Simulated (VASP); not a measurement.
Wanted: the native input for a VASP 6.6.1 run.

* Task: single point
* Functional: PBE
* Potentials or basis: VASP PAW PBE potentials, release 64 (Nb_sv, Te, Mo_sv)
* Cutoff: 520 eV
* k mesh: 6 × 6 × 2
* Occupations: gaussian, width 0.1 eV
* Spin: no spin polarisation
* Dipole correction: no
* Further INCAR settings: ALGO = Normal; EDIFF = 1e-06; NBANDS = 34

The structure of NbTe4Mo lies in POSCAR:

```
NbTe4Mo
1.0
    3.6872734600      0.0000000000      0.0000000000
   -1.8436367300      3.1932724900      0.0000000000
    0.0000000000      0.0000000000     14.6451270400
Nb Te Mo
1 4 1
Direct
    0.3333333300      0.6666666700      0.0000000000
    0.3333333300      0.6666666700      0.3709999900
    0.6666666700      0.3333333300      0.8709999900
    0.3333333300      0.6666666700      0.6290000100
    0.6666666700      0.3333333300      0.1290000100
    0.6666666700      0.3333333300      0.5000000000
```

One way to write it, as run:

INCAR

```
PREC = Accurate ; ENCUT = 520
EDIFF = 1E-6 ; ISMEAR = 0
SIGMA = 0.1 ; LREAL = F
LASPH = T ; NELM = 100
ALGO = Normal ; ISIF = 2
LWAVE = F ; LCHARG = T
GGA = PE ; LELF = T
LVHAR = T ; NBANDS = 34
```

KPOINTS

```
Automatic mesh
0
Gamma
  6 6 2
```

Potentials or basis: VASP PAW PBE potentials, release 64 (Nb_sv, Te, Mo_sv).

Run with:

```console
$ cat potpaw_PBE.64/Nb_sv/POTCAR potpaw_PBE.64/Te/POTCAR potpaw_PBE.64/Mo_sv/POTCAR > POTCAR
$ mpirun -np 1 vasp_std > vasp.out
```

It gave:

```yaml
Pressure: -5.0 GPa
Largest_force: 1.385 eV/Å
```

Caveat: this functional lacks dispersion, which binds the layers, so the pressure and a relaxed spacing across them are unreliable; forces of over 1 eV/Å act on the atoms, so gaps and moduli don't describe the material at rest.

Wall time 57 s on 1 thread of Intel(R) Xeon(R) 6975P-C (Granite Rapids), with other jobs on the host, peak memory 0.32 GiB.
